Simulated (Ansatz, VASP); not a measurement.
# Zr3SiO: VASP beside Ansatz

INCAR

```
SYSTEM = Zr3SiO
ALGO = Normal
EDIFF = 1E-7
ENCUT = 520
GGA = PE
ISIF = 2
ISMEAR = 0
ISPIN = 2
LASPH = .True.
LCHARG = .False.
LMAXMIX = 4
LORBIT = 11
LREAL = .False.
LWAVE = .False.
MAGMOM = 1 1 1 0 0
NBANDS = 35
NELM = 150
PREC = Accurate
SIGMA = 0.1
```

The input KPOINTS:

```
k-points
0
Gamma
  4 4 4
  0 0 0
```

File POSCAR:

```
Zr3SiO
1.0
    4.3940903108      0.0000000000      0.0000000000
    0.0000000000      4.3940903108      0.0000000000
    0.0000000000      0.0000000000      4.3940903108
Zr Si O
3 1 1
Direct
    0.5000000000      0.0000000000      0.5000000000
    0.0000000000      0.5000000000      0.5000000000
    0.5000000000      0.5000000000      0.0000000000
    0.0000000000      0.0000000000      0.0000000000
    0.5000000000      0.5000000000      0.5000000000
```

Input for Ansatz:

```yaml
crystal:
  lattice:
    - [4.3940903108, 0.0, 0.0]
    - [0.0, 4.3940903108, 0.0]
    - [0.0, 0.0, 4.3940903108]
  atoms:
    - { symbol: Zr, position: [0.5, 0.0, 0.5], spin: 1.0 }
    - { symbol: Zr, position: [0.0, 0.5, 0.5], spin: 1.0 }
    - { symbol: Zr, position: [0.5, 0.5, 0.0], spin: 1.0 }
    - { symbol: Si, position: [0.0, 0.0, 0.0] }
    - { symbol: O, position: [0.5, 0.5, 0.5] }
basis:
  ecutwfc: 420
kpoints:
  mp_grid: { grid: [4, 4, 4] }
hamiltonian:
  xc: pbe
scf:
  occupations: { method: gaussian, width: 0.1 }
  lower_state_search: "off"
output:
  forces: true
  stress: true
  eigenvalues: true
  populations: true
magnetization:
  spin_polarized: true
```

Change from the starting cell: species swapped into the La3TlC type (Pm-3m, No. 221).

Alike in both runs: task single point; functional PBE; k mesh 4 × 4 × 4; occupations gaussian, width 0.1 eV; collinear spin.

|  | VASP | Ansatz |
| --- | --- | --- |
| version | VASP 6.6.1 | Ansatz 0.2.0 |
| potentials or method | VASP PAW PBE potentials, release 64 (Zr_sv, Si, O), cutoff 520 eV | scalar-relativistic, plane waves, PAW |
| valence electrons in the cell | 46 | 46 |

|  | VASP | Ansatz | Ansatz less VASP |
| --- | --- | --- | --- |
| gap on the k mesh at the Fermi level (eV) | none | none | - |
| pressure (GPa) | 0.4 | 0.3 | -0.14 |
| net moment per atom (μB) | 0.00 | 0.00 | 0.000 |

A gap of «none» marks a metal or a gap that the smearing closes. Ansatz's warnings: seeded moment not kept.
